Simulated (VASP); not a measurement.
# Ag (Fm-3m) in VASP: single point with LDA

Aim: the single point of Ag with LDA.

Program: VASP 6.6.1. These are calculated values, not measurements. Logs are shortened: lines on timing, memory, paths and dates and some standing lists are left out, and cuts for length are marked.

**1. The cell of the first run**

It takes space group Fm-3m (No. 225, cubic). The conventional cell has a = 4.090 Å, b = 4.090 Å, c = 4.090 Å, α = 90.00°, β = 90.00°, γ = 90.00°. Within 3.8 Å of Ag (site symmetry m-3m) lie 12 Ag at 2.89 Å.

**2. Single point, LDA**

Input file INCAR:

```
ALGO = Normal ; EDIFF = 1E-6
ENCUT = 520 ; GGA = CA
ISIF = 2 ; ISMEAR = 0
LASPH = True ; LCHARG = False
LREAL = False ; LWAVE = False
NBANDS = 12 ; NELM = 100
PREC = Accurate ; SIGMA = 0.05
```

Input file KPOINTS:

```
k-points
0
Gamma
  18 18 18
```

Input file POSCAR:

```
Ag
1.0
    0.0000000000      2.0450000000      2.0450000000
    2.0450000000      0.0000000000      2.0450000000
    2.0450000000      2.0450000000      0.0000000000
Ag
1
Direct
    0.0000000000      0.0000000000      0.0000000000
```

Potentials or basis: VASP PAW LDA potentials, release 64 (Ag).

Command:

```bash
$ cat potpaw_LDA.64/Ag/POTCAR > POTCAR
$ mpirun -np 1 vasp_std > vasp.out
```

OUTCAR:

```text
EDIFF = 1E-6
   ENCUT = 520
   GGA = CA
   ISIF = 2
   ISMEAR = 0
   LASPH = True
   LREAL = False
   NELM = 100
   PREC = Accurate

 ion  position               nearest neighbor table
   1  0.000  0.000  0.000-

  LATTYP: Found a face centered cubic cell.
 ALAT       =     4.0900000000

  Lattice vectors:

 A1 = (   0.0000000000,   2.0450000000,   2.0450000000)
 A2 = (   2.0450000000,   0.0000000000,   2.0450000000)
 A3 = (   2.0450000000,   2.0450000000,   0.0000000000)

Analysis of symmetry for initial positions (statically):
=====================================================================
 Subroutine PRICEL returns:
 Original cell was already a primitive cell.

 Routine SETGRP: Setting up the symmetry group for a
 face centered cubic supercell.

 Subroutine GETGRP returns: Found 48 space group operations
 (whereof 48 operations were pure point group operations)
 out of a pool of 48 trial point group operations.

The static configuration has the point symmetry O_h .

Analysis of symmetry for dynamics (positions and initial velocities):
=====================================================================
 Subroutine PRICEL returns:
 Original cell was already a primitive cell.

 Routine SETGRP: Setting up the symmetry group for a
 face centered cubic supercell.

 Subroutine GETGRP returns: Found 48 space group operations
 (whereof 48 operations were pure point group operations)
 out of a pool of 48 trial point group operations.

The dynamic configuration has the point symmetry O_h .

 Subroutine INISYM returns: Found 48 space group operations
 (whereof 48 operations are pure point group operations),
 and found     1 'primitive' translations

----------------------------------------------------------------------------------------

                                     Primitive cell

  volume of cell :      17.1045

  direct lattice vectors                    reciprocal lattice vectors
     0.000000000  2.045000000  2.045000000    -0.244498778  0.244498778  0.244498778
     2.045000000  0.000000000  2.045000000     0.244498778 -0.244498778  0.244498778
     2.045000000  2.045000000  0.000000000     0.244498778  0.244498778 -0.244498778

  length of vectors
     2.892066735  2.892066735  2.892066735     0.423484305  0.423484305  0.423484305

  position of ions in fractional coordinates (direct lattice)
     0.000000000  0.000000000  0.000000000

  ion indices of the primitive-cell ions
   primitive index   ion index
                 1           1

----------------------------------------------------------------------------------------

 KPOINTS: k-points

Automatic generation of k-mesh.
 Grid dimensions read from file:
 generate k-points for:   18   18   18

 Generating k-lattice:

  Cartesian coordinates                     Fractional coordinates (reciprocal lattice)
    -0.013583265  0.013583265  0.013583265     0.055555556  0.000000000  0.000000000
     0.013583265 -0.013583265  0.013583265     0.000000000  0.055555556  0.000000000
     0.013583265  0.013583265 -0.013583265     0.000000000  0.000000000  0.055555556

  Length of vectors
     0.023526906  0.023526906  0.023526906

  Shift w.r.t. Gamma in fractional coordinates (k-lattice)
     0.000000000  0.000000000  0.000000000

 Subroutine IBZKPT returns following result:
 ===========================================

 Found    195 irreducible k-points:

 Following reciprocal coordinates:
            Coordinates               Weight
  0.000000  0.000000  0.000000      1.000000
  0.055556  0.000000  0.000000      8.000000
  0.111111  0.000000  0.000000      8.000000
  0.166667  0.000000  0.000000      8.000000
  0.222222  0.000000  0.000000      8.000000
  0.277778  0.000000  0.000000      8.000000
[... 16 lines left out ...]
 -0.277778  0.055556  0.000000     24.000000
 -0.222222  0.055556  0.000000     24.000000
 [... further k-points ...]
   k-points           NKPTS =    195   k-points in BZ     NKDIM =    195   number of bands    NBANDS=     12
   number of dos      NEDOS =    301   number of ions     NIONS =      1
   total plane-waves  NPLWV =  13824
   dimension x,y,z NGX =    24 NGY =   24 NGZ =   24
   dimension x,y,z NGXF=    48 NGYF=   48 NGZF=   48
   ions per type =               1
   NGX,Y,Z   is equivalent  to a cutoff of  13.80, 13.80, 13.80 a.u.
   NGXF,Y,Z  is equivalent  to a cutoff of  27.59, 27.59, 27.59 a.u.
 SYSTEM =  unknown system
   PREC   = accura    normal or accurate (medium, high low for compatibility)
   ISTART =      0    job   : 0-new  1-cont  2-samecut
   ICHARG =      2    charge: 1-file 2-atom 10-const
   ISPIN  =      1    spin polarized calculation?
   LNONCOLLINEAR =      F non collinear calculations
   LSORBIT =      F    spin-orbit coupling
   LASPH  =      T    aspherical Exc in radial PAW
   ENCUT  =  520.0 eV  38.22 Ry    6.18 a.u.   5.38  5.38  5.38*2*pi/ulx,y,z
   NELM   =    100;   NELMIN=  2; NELMDL= -5     # of ELM steps
   EDIFF  = 0.1E-05   stopping-criterion for ELM
   LREAL  =      F    real-space projection
   EDIFFG = 0.1E-04   stopping-criterion for IOM
   NSW    =      0    number of steps for IOM
   IBRION =     -1    ionic relax: 0-MD 1-quasi-New 2-CG
   NFREE  =      0    steps in history (QN), initial steepest desc. (CG)
   ISIF   =      2    stress and relaxation
   ISYM   =      2    0-nonsym 1-usesym 2-fastsym
   POTIM  = 0.5000    time-step for ionic-motion
   TEBEG  =    0.0;   TEEND  =   0.0 temperature during run
   PSTRESS=    0.0 pullay stress
   NELECT =      11.0000    total number of electrons
   NUPDOWN=      -1.0000    fix difference up-down
   EMIN   =  10.00;   EMAX   =-10.00  energy-range for DOS
   EFERMI =   0.00;   METHOD = LEGACY
   ISMEAR =     0;   SIGMA  =   0.05  broadening in eV -4-tet -1-fermi 0-gaus
   EFERMI_NEDOS =   21; number of points for ismear=-14 and -15
   IALGO  =     38    algorithm
   IMIX   =      4    mixing-type and parameters
     AMIX     =   0.40;   BMIX     =  1.00
     AMIX_MAG =   1.60;   BMIX_MAG =  1.00
  volume/ion in A,a.u.               =      17.10       115.43
  Fermi-wavevector in a.u.,A,eV,Ry     =   1.413088  2.670348 27.168338  1.996817
  Thomas-Fermi vector in A             =   2.534769
   LORBIT       =      0    0 simple, 1 ext, 2 COOP (PROOUT), +10 PAW based schemes
   GGA     = CA    functional components
   LHFCALC =     F    Hartree Fock is set to
   AEXX    =    0.0000 exact exchange contribution
   IVDW    =     0    specifies the selected vdW correction
   LEPSILON=     F    determine dielectric tensor
   LRPA    =     F    only Hartree local field effects (RPA)
 non-spin polarized calculation
 Gauss-broadening in eV      SIGMA  =   0.05
  energy-cutoff  :      520.00
  volume of cell :       17.10
 maximum number of plane-waves:       479
 NGX is ok and might be reduce to    24
   NGX = 11   NGY = 11   NGZ = 11

 number of electron      10.9999999 magnetization

 Free energy of the ion-electron system (eV)
  ---------------------------------------------------
  ext. energy  EPLUGINS =         0.00000000
  ---------------------------------------------------
  free energy    TOTEN  =        -3.75831168 eV

  energy without entropy =       -3.75792535  energy(sigma->0) =       -3.75811852

 E-fermi :   8.0321     XC(G=0): -12.5647

 val. band max:        8.0233036183   @ k =   0.5000   0.1667   0.0556
 cond. band min:       8.1866156305   @ k =   0.5000   0.3333   0.1111
 fundamental gap:      0.1633120122
 Fermi energy:         8.0321155934

 k-point     1 :       0.0000    0.0000    0.0000
  band No.  band energies     occupation
      1       0.2975      2.00000
      2       3.3415      2.00000
      3       3.3415      2.00000
      4       3.3415      2.00000
      5       4.3902      2.00000
      6       4.3902      2.00000
      7      24.1167      0.00000
      8      27.5993      0.00000
      9      27.5993      0.00000
     10      27.5993      0.00000
     11      32.6109      0.00000
     12      33.5675      0.00000

 k-point     2 :       0.0556    0.0000    0.0000
  band No.  band energies     occupation
      1       0.3941      2.00000
      2       3.3186      2.00000
      3       3.3686      2.00000
      4       3.3686      2.00000
      5       4.3796      2.00000
      6       4.3796      2.00000
      7      24.1393      0.00000
      8      26.7765      0.00000
      9      27.6395      0.00000
     10      27.6395      0.00000
     11      32.6317      0.00000
     12      33.4458      0.00000

 k-point     3 :       0.1111    0.0000    0.0000
  band No.  band energies     occupation
      1       0.6735      2.00000
      2       3.2652      2.00000
      3       3.4394      2.00000
      4       3.4394      2.00000
      5       4.3587      2.00000
      6       4.3587      2.00000
      7      23.8825      0.00000
      8      25.4037      0.00000
      9      27.7361      0.00000
     10      27.7361      0.00000
     11      31.7247      0.00000
     12      33.0293      0.00000
[... 286 lines left out ...]
 k-point    23 :      -0.2778    0.0556    0.0000
  band No.  band energies     occupation
      1       1.8948      2.00000
      2       3.4750      2.00000
      3       3.5391      2.00000
      4       3.9389      2.00000
      5       4.5327      2.00000
      6       5.0227      2.00000
      7      17.4655      0.00000
      8      24.0216      0.00000
      9      26.0702      0.00000
     10      28.4321      0.00000
     11      30.3133      0.00000
     12      30.5441      0.00000

 k-point    24 :      -0.2222    0.0556    0.0000
  band No.  band energies     occupation
      1       1.7266      2.00000
      2       3.3377      2.00000
      3       3.5896      2.00000
      4       3.6039      2.00000
      5       4.3407      2.00000
      6       4.7058      2.00000
      7      19.6097      0.00000
      8      24.3254      0.00000
      9      26.6265      0.00000
     10      29.1613      0.00000
     11      29.7978      0.00000
     12      30.7727      0.00000

 [... further k-points ...]
[... 5 lines left out ...]
  --------------------------------------------------------------------------------------
  -------------------------------------------------------------------------------------
  Total       -0.7943560     -0.7943560     -0.7943560     -0.0000000     -0.0000000      0.0000000
  in kB      -74.4073445    -74.4073445    -74.4073445     -0.0000000     -0.0000000      0.0000000
  external PRESSURE =     -74.4073445 kB  Pullay stress =       0.0000000 kB

 VOLUME and BASIS-vectors are now :
 -----------------------------------------------------------------------------
  energy-cutoff  :      520.00
  volume of cell :       17.10
      direct lattice vectors                 reciprocal lattice vectors
     0.000000000  2.045000000  2.045000000    -0.244498778  0.244498778  0.244498778
     2.045000000  0.000000000  2.045000000     0.244498778 -0.244498778  0.244498778
     2.045000000  2.045000000  0.000000000     0.244498778  0.244498778 -0.244498778

 POSITION                                       TOTAL-FORCE (eV/Angst)
 -----------------------------------------------------------------------------------
      0.00000      0.00000      0.00000         0.000000      0.000000     -0.000000
 -----------------------------------------------------------------------------------
    total drift:                                0.000000      0.000000      0.000000

  FREE ENERGIE OF THE ION-ELECTRON SYSTEM (eV)
  ---------------------------------------------------
  free  energy   TOTEN  =        -3.7583116783 eV

  energy  without entropy=       -3.7579253518  energy(sigma->0) =       -3.75811852
```

Wall time 20 s (1 thread of Intel Xeon Platinum 8488C (Sapphire Rapids), shared host); peak memory 0.15 GiB.

Results:

```yaml
Free_energy: -3.7583 eV
Pressure: -7.4 GPa
```
